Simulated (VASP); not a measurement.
CdF2, 3 atoms in the cell. It takes space group P-3m1 (No. 164, trigonal). Conventional cell: a = 3.477 Å, b = 3.477 Å, c = 3.112 Å, α = 90.00°, β = 90.00°, γ = 120.00°. Within 3.2 Å of Cd (site symmetry -3m) lie 12 F at 2.19 to 3.00 Å and 2 Cd at 3.11 Å. Within 3.2 Å of F (site symmetry 3m) lie 6 Cd at 2.19 to 3.00 Å and 8 F at 2.42 to 3.11 Å. 

```yaml
Program: VASP 6.6.1
Task: single point
Functional: r2SCAN
Potentials_or_basis: VASP PAW PBE potentials, release 64 (Cd_sv_GW, F)
Cutoff: 770 eV
k_mesh: 5 × 5 × 3
Occupations: gaussian, width 0.01 eV
Spin: no spin polarisation
Dipole_correction: no
Further_INCAR_settings: ALGO = Normal; EDIFF = 1e-06; NBANDS = 24
```

Potentials or basis: VASP PAW PBE potentials, release 64 (Cd_sv_GW, F).

Launch:

```sh
$ cat potpaw_PBE.64/Cd_sv_GW/POTCAR potpaw_PBE.64/F/POTCAR > POTCAR
$ cp INCAR.step1 INCAR
$ mpirun -np 1 vasp_std > vasp.out
$ cp INCAR.step2 INCAR
$ mpirun -np 1 vasp_std > vasp.out
```

Hardware: 1 thread of Intel(R) Xeon(R) Platinum 8488C (Sapphire Rapids), with other jobs on the host.

Task: Estimate the wall time of this run.

Result: Wall time 43 s on 1 thread of Intel(R) Xeon(R) Platinum 8488C (Sapphire Rapids), with other jobs on the host, peak memory 0.19 GiB. Counts: k points 12.
